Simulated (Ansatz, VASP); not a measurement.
## MgBe2I6: VASP beside Ansatz

```
Mg Be I
1.0
    -3.57809    6.12293   -0.10174
    -7.26755   -0.06430    0.02896
    -3.64816    1.86687    8.07426
Mg Be I
1 2 6
Direct
  0.94804 0.06199 0.00206
  0.73620 0.73326 0.79509
  0.23672 0.29665 0.19043
  0.26175 0.93199 0.21597
  0.58906 0.24029 0.22147
  0.97216 0.58486 0.22508
  0.77400 0.01089 0.78856
  0.40197 0.75053 0.79616
  0.08011 0.38953 0.76520
```

Change from the starting cell: cell x1, atoms moved at random (sigma 0.15 Å) and cell strained at random (1.5 %), then relaxed without symmetry.

Alike in both runs: task relaxation of cell and atoms; functional PBE; k mesh 3 × 3 × 3; occupations gaussian, width 0.1 eV; no spin polarisation.

|  | VASP | Ansatz |
| --- | --- | --- |
| version | VASP 6.6.1 | Ansatz 0.2.0 |
| potentials or method | VASP PAW PBE potentials, release 64 (Mg, Be, I), cutoff 600 eV | scalar-relativistic, plane waves, PAW |
| valence electrons in the cell | 48 | 116 |

|  | VASP | Ansatz | Ansatz less VASP |
| --- | --- | --- | --- |
| gap on the k mesh at the Fermi level, each at its own relaxed structure (eV) | 3.30 | 3.31 | +0.014 |
| relaxed volume (Å³/atom) | 41.03 | 41.43 | +0.404 |
| relaxed cell length with the largest relative difference (Å) | 7.228 | 7.256 | +0.0276 |

VASP's potentials hold 48 valence electrons a cell and Ansatz's 116, so a difference there can come from the potentials and not from the codes.

Spin-orbit coupling is off throughout.
